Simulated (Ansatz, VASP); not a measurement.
**Fe: VASP beside Ansatz**

INCAR

```
SYSTEM = Fe
PREC     = Accurate       ! precision mode
ENCUT    = 600            ! plane-wave cutoff, eV
EDIFF    = 1E-7           ! SCF threshold, eV
ISMEAR   = -1             ! smearing method
SIGMA    = 0.1            ! smearing width, eV
LREAL    = .False.        ! projectors in reciprocal space
LASPH    = .True.         ! aspherical terms in the spheres
NELM     = 150            ! most SCF steps
ALGO     = Normal         ! electronic algorithm
ISIF     = 3              ! what is computed and relaxed
LWAVE    = .False.        ! write WAVECAR
LCHARG   = .False.        ! write CHGCAR
ISPIN    = 2              ! spin polarisation
MAGMOM   = 2.5            ! initial moments
LORBIT   = 11             ! projections on sites
LMAXMIX  = 4              ! l up to which the mixer works
GGA      = PE             ! functional
IBRION   = 2              ! ionic algorithm
NSW      = 60             ! ionic steps
EDIFFG   = -0.005         ! ionic threshold
```

The input KPOINTS:

```
regular mesh
0
Gamma
  22 22 22
  0 0 0
```

File POSCAR:

```
Fe
1.0
   -1.4163059443      1.4163059443      1.4163059443
    1.4163059443     -1.4163059443      1.4163059443
    1.4163059443      1.4163059443     -1.4163059443
Fe
1
Direct
    0.0000000000      0.0000000000      0.0000000000
```

Input for Ansatz:

```yaml
crystal:
  lattice:
    - [-1.4163059443, 1.4163059443, 1.4163059443]
    - [1.4163059443, -1.4163059443, 1.4163059443]
    - [1.4163059443, 1.4163059443, -1.4163059443]
  atoms:
    - { symbol: Fe, position: [0.0, 0.0, 0.0], spin: 2.5 }
magnetization:
  spin_polarized: true
kpoints:
  mp_grid: { grid: [22, 22, 22] }
scf:
  occupations: { method: fermi_dirac, width: 0.1 }
hamiltonian:
  xc: pbe
  pseudopotentials: { kind: paw }
output:
  forces: true
  stress: true
relax:
  f_tol: 0.005
  max_steps: 40
  cell: {}
```

Alike in both runs: task relaxation of cell and atoms; functional PBE; k mesh 22 × 22 × 22; occupations fermi-dirac, width 0.1 eV; collinear spin.

```csv
,VASP,Ansatz
version,VASP 6.6.1,Ansatz 0.2.0
potentials or method,"VASP PAW PBE potentials, release 64 (Fe)","PAW with Ansatz's default frozen-core files, scalar-relativistic"
plane-wave cutoff (eV),600,420
valence electrons in the cell,8,16
```

Ansatz gave:

- net moment per atom (μB): 2.16
- size of the moment on the site where the two differ most (μB): 2.21
- relaxed volume (Å³/atom): 11.36
- relaxed cell length with the largest relative difference (Å): 2.453

**Question.** Estimate VASP's values.

**Answer.** net moment per atom (μB): 2.18; size of the moment on the site where the two differ most (μB): 2.18; relaxed volume (Å³/atom): 11.35; relaxed cell length with the largest relative difference (Å): 2.452.

Site moments also hang on the region over which each program counts them. VASP's potentials hold 8 valence electrons a cell and Ansatz's 16, so a difference there can come from the potentials and not from the codes.
